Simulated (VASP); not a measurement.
# Ir: relaxation of cell and atoms with LDA

The system is Ir.

```
Ir
1.0
     0.00000    1.90590    1.90590
     1.90590    0.00000    1.90590
     1.90590    1.90590    0.00000
Ir
1
Direct
  0.00000 0.00000 0.00000
```

```json
{
 "Program": "VASP 6.6.1",
 "Task": "relaxation of cell and atoms",
 "Functional": "LDA",
 "Potentials or basis": "VASP PAW LDA potentials, release 64 (Ir)",
 "Cutoff": "600 eV",
 "k mesh": "24 × 24 × 24",
 "Occupations": "fermi-dirac, width 0.1 eV",
 "Spin": "no spin polarisation",
 "Target pressure": "4 GPa",
 "Dipole correction": "no",
 "Further INCAR settings": "ALGO = Normal; EDIFF = 1e-06; IBRION = 2; EDIFFG = -0.002; NSW = 100; ISIF = 3"
}
```

| Quantity | Value |
| --- | --- |
| Relaxed volume | 13.80 Å³/atom |
| Relaxed cell | a = 2.693 Å, b = 2.693 Å, c = 2.693 Å, α = 60.00°, β = 60.00°, γ = 60.00° |
| Space group after relaxing (to 0.1 Å) | Fm-3m (No. 225) |
| Energy change on relaxing (the run minimises the enthalpy) | +0.9 meV/atom |
| Ionic steps | 3 |
| Pressure after relaxing | 4.0 GPa |
| Band gap on the k mesh | zero (an odd number of electrons rules out a gap without spin polarisation) |

The path:
```csv
step,energy change (eV),largest force (eV/Å),pressure (GPa),volume (Å³)
1,0.0000,0.0000,2.72,13.85
2,0.0085,0.0000,9.70,13.62
3,0.0009,0.0000,3.99,13.80
```

Final structure:
```yaml
crystal:
  lattice:
    - [0.00000, 1.90397, 1.90397]
    - [1.90397, 0.00000, 1.90397]
    - [1.90397, 1.90397, 0.00000]
  atoms:
    - { symbol: Ir, position: [0.00000, 0.00000, 0.00000] }
```

Levels at points of the mesh, in eV from the Fermi level:
| k point | band 2 | band 3 | band 4 | band 5 | band 6 | band 7 |
| --- | --- | --- | --- | --- | --- | --- |
| (0.00, 0.00, 0.00) | -4.06 | -4.06 | -4.06 | -1.22 | -1.22 | 14.30 |
| (0.50, 0.00, 0.00) | -4.15 | -4.15 | -0.77 | 0.95 | 0.95 | 7.53 |
| (0.50, 0.50, 0.00) | -7.63 | 0.94 | 1.55 | 1.55 | 1.75 | 10.87 |

Wall time 60 s on 1 thread of AMD EPYC 9R45 96-Core Processor (Zen 5), on a shared host, peak memory 0.18 GiB.

Caveat: the cell is relaxed towards a set pressure, so the run minimises the enthalpy, not the energy; spin-orbit coupling is left out, which moves the levels of the heavy elements. Zero-point motion and thermal expansion aren't in these numbers.
